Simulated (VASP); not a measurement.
The system is GaAs.

```xyz
2
Lattice="0.0000 2.7886 2.7886 2.7886 0.0000 2.7886 2.7886 2.7886 0.0000" Properties=species:S:1:pos:R:3 pbc="T T T"
As    4.1830    4.1830    4.1830
Ga    0.0000    0.0000    0.0000
```

Base run:

```yaml
Program: VASP 6.6.1
Functional: PBEsol
Dispersion: D3(BJ)
Potentials_or_basis: VASP PAW PBE potentials, release 64 (As, Ga_d)
Cutoff: 520 eV
k_mesh: 8 × 8 × 8
Occupations: fermi-dirac, width 0.05 eV
Spin: no spin polarisation
```

Its results: band gap on the k mesh 0.77 eV, direct; pressure 1.3 GPa.

Q: The run is repeated on the same cell with these changes: functional from PBEsol to PBE. What comes out?

A: Band gap on the k mesh 0.83 eV, direct; pressure 4.2 GPa.

PBE binds less tightly than PBEsol, so the same cell stands under more pressure.

Caveats: the PAW data sets were made with another functional, which shifts forces and pressure a little (some runs).

A k mesh can miss the band edges.
